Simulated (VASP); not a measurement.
Pt, 2 atoms in the cell. The structure is hexagonal, space group P6_3/mmc (No. 194). The conventional cell has a = 2.761 Å, b = 2.761 Å, c = 4.792 Å, α = 90.00°, β = 90.00°, γ = 120.00°. Within 3.6 Å of Pt (site symmetry -6m2) lie 12 Pt at 2.76 to 2.88 Å. 

```yaml
Program: VASP 6.6.1
Task: relaxation of cell and atoms
Functional: BLYP
Dispersion: D3(BJ)
Potentials_or_basis: VASP PAW PBE potentials, release 64 (Pt)
Cutoff: 600 eV
k_mesh: 11 × 11 × 6
Occupations: methfessel-paxton, width 0.1 eV
Spin: no spin polarisation
Dipole_correction: no
Further_INCAR_settings: ALGO = Normal; EDIFF = 1e-06; IBRION = 2; EDIFFG = -0.005; NSW = 80; ISIF = 3
```

Potentials or basis: VASP PAW PBE potentials, release 64 (Pt).

The run is started by

```bash
$ cat potpaw_PBE.64/Pt/POTCAR > POTCAR
$ mpirun -np 1 vasp_std > vasp.out
```

Hardware: 1 thread of Intel(R) Xeon(R) Platinum 8375C CPU @ 2.90GHz (Ice Lake) (shared host).

Q: How long does it take, and how much memory?

A: Run time: 74 s on 1 thread of Intel(R) Xeon(R) Platinum 8375C CPU @ 2.90GHz (Ice Lake), with other jobs on the host, peak memory 0.19 GiB. Counts: scf iterations 35, k points 64, ion steps 5.
